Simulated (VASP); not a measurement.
The system is NaS7.

```xyz
8
Lattice="0.0000 4.4384 4.4384 4.4384 0.0000 4.4384 4.4384 4.4384 0.0000" Properties=species:S:1:pos:R:3 pbc="T T T"
Na    0.0000    0.0000    0.0000
S     4.4384    4.4384    4.4384
S     0.0000    2.2192    2.2192
S     2.2192    4.4384    2.2192
S     4.4384    2.2192    2.2192
S     2.2192    0.0000    2.2192
S     2.2192    2.2192    4.4384
S     2.2192    2.2192    0.0000
```

The cell was generated, and may not be a known phase.

```yaml
Program: VASP 6.6.1
Task: relaxation of cell and atoms
Functional: PBE
Potentials_or_basis: VASP PAW PBE potentials, release 64 (Na_pv, S)
Cutoff: 600 eV
k_mesh: 4 × 4 × 4
Occupations: gaussian, width 0.1 eV
Spin: no spin polarisation
```

At the start: pressure -10.1 GPa; volume 21.86 Å³/atom.

**Question.** How do energy, volume and symmetry change on relaxing?

**Answer.** Over 4 steps the energy falls by 216.4 meV/atom and the volume is 16.54 Å³/atom (-24.3 %); space group Fm-3m (No. 225, to 0.1 Å) before and after.

The path:
| step | energy change (eV) | largest force (eV/Å) | pressure (GPa) | volume (Å³) |
| --- | --- | --- | --- | --- |
| 1 | 0.0000 | 0.0000 | -10.05 | 174.86 |
| 2 | -1.5903 | 0.0000 | -4.20 | 142.40 |
| 3 | -1.7297 | 0.0000 | -0.52 | 133.44 |
| 4 | -1.7315 | 0.0000 | 0.04 | 132.31 |

Final structure:
```yaml
crystal:
  lattice:
    - [0.00000, 4.04437, 4.04437]
    - [4.04437, 0.00000, 4.04437]
    - [4.04437, 4.04437, 0.00000]
  atoms:
    - { symbol: Na, position: [0.00000, 0.00000, 0.00000] }
    - { symbol: S, position: [0.50000, 0.50000, 0.50000] }
    - { symbol: S, position: [0.50000, 0.00000, 0.00000] }
    - { symbol: S, position: [0.50000, 0.00000, 0.50000] }
    - { symbol: S, position: [0.00000, 0.50000, 0.50000] }
    - { symbol: S, position: [0.00000, 0.50000, 0.00000] }
    - { symbol: S, position: [0.50000, 0.50000, 0.00000] }
    - { symbol: S, position: [0.00000, 0.00000, 0.50000] }
```

Caveat: the volume moved by over 15 % at a fixed basis, so the end points are rough.
